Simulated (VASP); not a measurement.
Write the native input for VASP 6.6.1 that does the following.

```
Task                   : single point
Functional             : LDA
Potentials or basis    : VASP PAW LDA potentials, release 64 (Nb_sv, H)
Cutoff                 : 500 eV
k mesh                 : 15 × 15 × 15
Occupations            : fermi-dirac, width 0.03 eV
Spin                   : no spin polarisation
Dipole correction      : no
Further INCAR settings : ALGO = Normal; EDIFF = 1e-06; NBANDS = 14
```

The structure of NbH2 lies in POSCAR:

```
NbH2
1.0
   -0.0456300000      2.2586850000      2.2586850000
    2.2586850000     -0.0456300000      2.2586850000
    2.2586850000      2.2586850000     -0.0456300000
Nb H
1 2
Direct
    0.0000000000      0.0000000000      0.0000000000
    0.2500000000      0.2500000000      0.2500000000
    0.7500000000      0.7500000000      0.7500000000
```

This cell differs from its parent crystal: equal xy, yz and zx shear strains of -2 %.

One way to write it, as run:

INCAR

```
PREC = Accurate
ENCUT = 500
EDIFF = 1E-6
ISMEAR = -1
SIGMA = 0.03
LREAL = F
LASPH = T
NELM = 120
ALGO = Normal
ISIF = 2
LWAVE = F
LCHARG = F
GGA = CA
NBANDS = 14
GGA_COMPAT = F
```

KPOINTS

```
Automatic mesh
0
Gamma
  15 15 15
```

Potentials or basis: VASP PAW LDA potentials, release 64 (Nb_sv, H).

Run with:

```bash
$ cat potpaw_LDA.64/Nb_sv/POTCAR potpaw_LDA.64/H/POTCAR > POTCAR
$ mpirun -np 1 vasp_std > vasp.out
```

Results of the run:

```json
{"Pressure": "-8.1 GPa", "Largest force": "0.171 eV/Å"}
```

Caveat: the cell differs from its parent crystal (equal xy, yz and zx shear strains of -2 %).

It took 32 s on 1 thread of Intel(R) Xeon(R) 6975P-C (Granite Rapids), on a shared host, peak memory 0.21 GiB.
